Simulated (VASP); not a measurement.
Here is a VASP 6.6.1 calculation.

Contents of INCAR:

```
SYSTEM = PbS
  PREC = Accurate
  ENCUT = 520
  EDIFF = 1E-6
  ISMEAR = -1
  SIGMA = 0.02
  LREAL = .FALSE.
  LASPH = .TRUE.
  NELM = 80
  ALGO = Normal
  ISIF = 2
  LWAVE = .FALSE.
  LCHARG = .FALSE.
  GGA = PE
  NBANDS = 17
```

KPOINTS

```
regular mesh
0
G
  4 4 4
  0 0 0
```

The input POSCAR:

```
PbS
1.0
    0.0000000000      2.9657500000      2.9657500000
    2.9657500000      0.0000000000      2.9657500000
    2.9657500000      2.9657500000      0.0000000000
Pb S
1 1
Direct
    0.0000000000      0.0000000000      0.0000000000
    0.5000000000      0.5000000000      0.5000000000
```

Potentials or basis: VASP PAW PBE potentials, release 64 (Pb_d, S).

The run is started by

```console
$ cat potpaw_PBE.64/Pb_d/POTCAR potpaw_PBE.64/S/POTCAR > POTCAR
$ mpirun -np 1 vasp_std > vasp.out
```

Question: Estimate the band gap on the k mesh.

Answer: 0.36 eV.

Question: Predict the pressure.

Answer: 2.2 GPa.

Caveat: the k points lie up to 0.46 Å⁻¹ apart; spin-orbit coupling is left out, which moves the levels of the heavy elements. A k mesh can miss the band edges.
